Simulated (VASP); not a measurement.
# TaSi2 (P6_422) in VASP: single point with PBE

Aim: the single point of TaSi2 with PBE.

Program: VASP 6.6.1. These are calculated values, not measurements. Logs are shortened: lines on timing, memory, paths and dates and some standing lists are left out, and cuts for length are marked.

## (1) The cell of the first run

The structure is hexagonal, space group P6_422 (No. 181). The conventional cell has a = 4.784 Å, b = 4.784 Å, c = 6.570 Å, α = 90.00°, β = 90.00°, γ = 120.00°. Ta (site symmetry 222) has 10 Si at 2.61 to 2.82 Å and 4 Ta at 3.24 Å within 3.4 Å. Si (site symmetry 2) has 9 Si at 2.56 to 3.32 Å and 5 Ta at 2.61 to 2.82 Å within 3.4 Å.

## (2) Single point, PBE

Contents of INCAR:

```
SYSTEM = TaSi2
ALGO     = Normal         ! electronic algorithm
EDIFF    = 1E-6           ! SCF threshold, eV
ENCUT    = 520            ! plane-wave cutoff, eV
GGA      = PE             ! functional
ISIF     = 2              ! what is computed and relaxed
ISMEAR   = -1             ! smearing method
LASPH    = .True.         ! aspherical terms in the spheres
LCHARG   = .True.         ! write CHGCAR
LELF     = .True.         ! ELF
LREAL    = .False.        ! projectors in reciprocal space
LVHAR    = .True.       
LWAVE    = .False.        ! write WAVECAR
NBANDS   = 38             ! bands
NELM     = 80             ! most SCF steps
PREC     = Accurate       ! precision mode
SIGMA    = 0.05           ! smearing width, eV
```

Contents of KPOINTS:

```
k-points
0
Gamma
  7 7 4
  0 0 0
```

Contents of POSCAR:

```
TaSi2
1.0
    4.7839004637      0.0000000000      0.0000000000
   -2.3919502318      4.1429793307      0.0000000000
    0.0000000000      0.0000000000      6.5700000000
Ta Si
3 6
Direct
    0.5000000000      0.0000000000      0.0000000000
    0.5000000000      0.5000000000      0.6666666667
    0.0000000000      0.5000000000      0.3333333333
    0.1592431549      0.3184863098      0.0000000000
    0.8407568451      0.1592431549      0.6666666667
    0.6815136902      0.8407568451      0.3333333333
    0.8407568451      0.6815136902      0.0000000000
    0.1592431549      0.8407568451      0.6666666667
    0.3184863098      0.1592431549      0.3333333333
```

Potentials or basis: VASP PAW PBE potentials, release 64 (Ta_pv, Si).

On the command line:

```
cat potpaw_PBE.64/Ta_pv/POTCAR potpaw_PBE.64/Si/POTCAR > POTCAR
mpirun -np 1 vasp_std > vasp.out
```

OUTCAR:

```text
SYSTEM = TaSi2
   EDIFF = 1E-6
   ENCUT = 520
   GGA = PE
   ISIF = 2
   ISMEAR = -1
   LASPH = .True.
   LREAL = .False.
   NELM = 80
   PREC = Accurate

 ion  position               nearest neighbor table
   1  0.500  0.000  0.000-   6 2.61   9 2.61   8 2.61   5 2.61   4 2.73   7 2.73   4 2.73   7 2.73
                             4 2.82   7 2.82   2 3.24   2 3.24   3 3.24   3 3.24
   2  0.500  0.500  0.667-   4 2.61   7 2.61   6 2.61   9 2.61   5 2.73   8 2.73   8 2.73   5 2.73
                             8 2.82   5 2.82   1 3.24   1 3.24   3 3.24   3 3.24
   3  0.000  0.500  0.333-   4 2.61   7 2.61   5 2.61   8 2.61   9 2.73   6 2.73   9 2.73   6 2.73
                             6 2.82   9 2.82   1 3.24   1 3.24   2 3.24   2 3.24
   4  0.159  0.318  0.000-   9 2.56   5 2.56   3 2.61   2 2.61   7 2.64   1 2.73   1 2.73   1 2.82
                             7 2.83   7 2.83
   5  0.841  0.159  0.667-   4 2.56   6 2.56   1 2.61   3 2.61   8 2.64   2 2.73   2 2.73   2 2.82
                             8 2.83   8 2.83
   6  0.682  0.841  0.333-   7 2.56   5 2.56   1 2.61   2 2.61   9 2.64   3 2.73   3 2.73   3 2.82
                             9 2.83   9 2.83
   7  0.841  0.682  0.000-   6 2.56   8 2.56   3 2.61   2 2.61   4 2.64   1 2.73   1 2.73   1 2.82
                             4 2.83   4 2.83
   8  0.159  0.841  0.667-   7 2.56   9 2.56   1 2.61   3 2.61   5 2.64   2 2.73   2 2.73   2 2.82
                             5 2.83   5 2.83
   9  0.318  0.159  0.333-   4 2.56   8 2.56   1 2.61   2 2.61   6 2.64   3 2.73   3 2.73   3 2.82
                             6 2.83   6 2.83

  LATTYP: Found a hexagonal cell.
 ALAT       =     4.7839004637
 C/A-ratio  =     1.3733563334

  Lattice vectors:

 A1 = (   4.7839004637,   0.0000000000,   0.0000000000)
 A2 = (  -2.3919502318,   4.1429793307,   0.0000000000)
 A3 = (   0.0000000000,   0.0000000000,   6.5700000000)

Analysis of symmetry for initial positions (statically):
=====================================================================
 Subroutine PRICEL returns:
 Original cell was already a primitive cell.

 Routine SETGRP: Setting up the symmetry group for a
 hexagonal supercell.

 Subroutine GETGRP returns: Found 12 space group operations
 (whereof  4 operations were pure point group operations)
 out of a pool of 24 trial point group operations.

The static configuration has the point symmetry D_2 .
 The point group associated with its full space group is D_6 .

Analysis of symmetry for dynamics (positions and initial velocities):
=====================================================================
 Subroutine PRICEL returns:
 Original cell was already a primitive cell.

 Routine SETGRP: Setting up the symmetry group for a
[... 125 lines left out ...]
   NFREE  =      0    steps in history (QN), initial steepest desc. (CG)
   ISIF   =      2    stress and relaxation
   ISYM   =      2    0-nonsym 1-usesym 2-fastsym
   POTIM  = 0.5000    time-step for ionic-motion
   TEBEG  =    0.0;   TEEND  =   0.0 temperature during run
   PSTRESS=    0.0 pullay stress
   NELECT =      57.0000    total number of electrons
   NUPDOWN=      -1.0000    fix difference up-down
   EMIN   =  10.00;   EMAX   =-10.00  energy-range for DOS
   EFERMI =   0.00;   METHOD = LEGACY
   ISMEAR =    -1;   SIGMA  =   0.05  broadening in eV -4-tet -1-fermi 0-gaus
   EFERMI_NEDOS =   21; number of points for ismear=-14 and -15
   IALGO  =     38    algorithm
   IMIX   =      4    mixing-type and parameters
     AMIX     =   0.40;   BMIX     =  1.00
     AMIX_MAG =   1.60;   BMIX_MAG =  1.00
  volume/ion in A,a.u.               =      14.47        97.64
  Fermi-wavevector in a.u.,A,eV,Ry     =   1.243025  2.348976 21.022497  1.545110
  Thomas-Fermi vector in A             =   2.377353
   LORBIT       =      0    0 simple, 1 ext, 2 COOP (PROOUT), +10 PAW based schemes
   GGA     = PE    functional components
[... 5 lines left out ...]
 non-spin polarized calculation
  energy-cutoff  :      520.00
  volume of cell :      130.21
 maximum number of plane-waves:      3523
 NGX is ok and might be reduce to    36
   NGX = 17   NGY = 17   NGZ = 25

 number of electron      57.0000004 magnetization

 Free energy of the ion-electron system (eV)
  ---------------------------------------------------
  ext. energy  EPLUGINS =         0.00000000
  ---------------------------------------------------
  free energy    TOTEN  =       -72.26373362 eV

  energy without entropy =      -72.23734067  energy(sigma->0) =      -72.25053714

 E-fermi :   9.3603     XC(G=0): -12.0755

 val. band max:        9.3129705120   @ k =   0.2857   0.2857   0.2500
 cond. band min:       9.3706809459   @ k =   0.4286   0.1429   0.2500
 fundamental gap:      0.0577104340
 Fermi energy:         9.3602587746

 k-point     1 :       0.0000    0.0000    0.0000
  band No.  band energies     occupation
      1     -25.0066      2.00000
      2     -25.0006      2.00000
      3     -25.0006      2.00000
      4     -24.9356      2.00000
      5     -24.9356      2.00000
      6     -24.8387      2.00000
[... 973 lines left out ...]
     37      12.8405      0.00000
     38      13.0940      0.00000

------------------------ aborting loop because EDIFF is reached ----------------------------------------

  FORCE on cell =-STRESS in cart. coord.  units (eV):
  Direction    XX          YY          ZZ          XY          YZ          ZX
  --------------------------------------------------------------------------------------
  -------------------------------------------------------------------------------------
  Total        1.7579552      1.7579552      2.7919298      0.0000000      0.0000000     -0.0000000
  in kB       21.6300795     21.6300795     34.3522203      0.0000000      0.0000000     -0.0000000
  external PRESSURE =      25.8707931 kB  Pullay stress =       0.0000000 kB

 VOLUME and BASIS-vectors are now :
 -----------------------------------------------------------------------------
  energy-cutoff  :      520.00
  volume of cell :      130.21
      direct lattice vectors                 reciprocal lattice vectors
     4.783900464  0.000000000  0.000000000     0.209034450  0.120686096  0.000000000
    -2.391950232  4.142979331  0.000000000     0.000000000  0.241372191  0.000000000
     0.000000000  0.000000000  6.570000000     0.000000000  0.000000000  0.152207002

 POSITION                                       TOTAL-FORCE (eV/Angst)
 -----------------------------------------------------------------------------------
      2.39195      0.00000      0.00000        -0.000000      0.000000     -0.000000
      1.19598      2.07149      4.38000         0.000000      0.000000      0.000000
     -1.19598      2.07149      2.19000        -0.000000      0.000000     -0.000000
      0.00000      1.31948      0.00000        -0.000000     -0.006434     -0.000000
      3.64120      0.65974      4.38000         0.005572     -0.003217     -0.000000
      1.24925      3.48324      2.19000         0.005572      0.003217     -0.000000
      2.39195      2.82350      0.00000         0.000000      0.006434     -0.000000
     -1.24925      3.48324      4.38000        -0.005572      0.003217     -0.000000
      1.14271      0.65974      2.19000        -0.005572     -0.003217      0.000000
 -----------------------------------------------------------------------------------
    total drift:                               -0.000000      0.000000      0.000000

  FREE ENERGIE OF THE ION-ELECTRON SYSTEM (eV)
  ---------------------------------------------------
  free  energy   TOTEN  =       -72.2637336154 eV

  energy  without entropy=      -72.2373406718  energy(sigma->0) =      -72.25053714
```

OSZICAR:

```text
N       E                     dE             d eps       ncg     rms          rms(c)
DAV:   1     0.389228422147E+03    0.38923E+03   -0.27915E+04  1824   0.141E+03
DAV:   2    -0.551589026515E+02   -0.44439E+03   -0.43259E+03  2120   0.364E+02
DAV:   3    -0.742429060600E+02   -0.19084E+02   -0.18682E+02  2320   0.667E+01
DAV:   4    -0.745776853909E+02   -0.33478E+00   -0.33307E+00  2304   0.882E+00
DAV:   5    -0.745825110232E+02   -0.48256E-02   -0.48230E-02  2232   0.111E+00    0.316E+01
DAV:   6    -0.725027947945E+02    0.20797E+01   -0.80903E+00  2296   0.130E+01    0.145E+01
DAV:   7    -0.722888901736E+02    0.21390E+00   -0.54873E-01  2288   0.371E+00    0.446E+00
DAV:   8    -0.722643549216E+02    0.24535E-01   -0.46167E-02  2352   0.104E+00    0.504E-01
DAV:   9    -0.722637741374E+02    0.58078E-03   -0.29968E-03  2360   0.286E-01    0.257E-01
DAV:  10    -0.722637533320E+02    0.20805E-04   -0.46237E-04  2320   0.127E-01    0.530E-02
DAV:  11    -0.722637363144E+02    0.17018E-04   -0.43070E-05  2296   0.340E-02    0.113E-02
DAV:  12    -0.722637344217E+02    0.18927E-05   -0.38831E-06  2016   0.978E-03    0.348E-03
DAV:  13    -0.722637336154E+02    0.80634E-06   -0.35676E-07  1344   0.309E-03
   1 F= -.72263734E+02 E0= -.72250537E+02  d E =-.263929E-01
```

Wall time 1.7 min (1 thread of Intel Xeon 6975P-C, shared host); peak memory 0.29 GiB.

What came out:

```yaml
Free_energy: -72.2637 eV
Pressure: 2.6 GPa
Largest_force: 0.006 eV/Å
```

Forces on the atoms (eV/Å):
```
Ta   0.000  0.000  0.000
Ta   0.000  0.000  0.000
Ta   0.000  0.000  0.000
Si   0.000 -0.006  0.000
Si   0.006 -0.003  0.000
Si   0.006  0.003  0.000
Si   0.000  0.006  0.000
Si  -0.006  0.003  0.000
Si  -0.006 -0.003  0.000
```

Stress tensor (GPa, compression positive):
```
2.16 0.00 0.00
0.00 2.16 0.00
0.00 0.00 3.44
```

Caveat: spin-orbit coupling is left out, which moves the levels of the heavy elements.
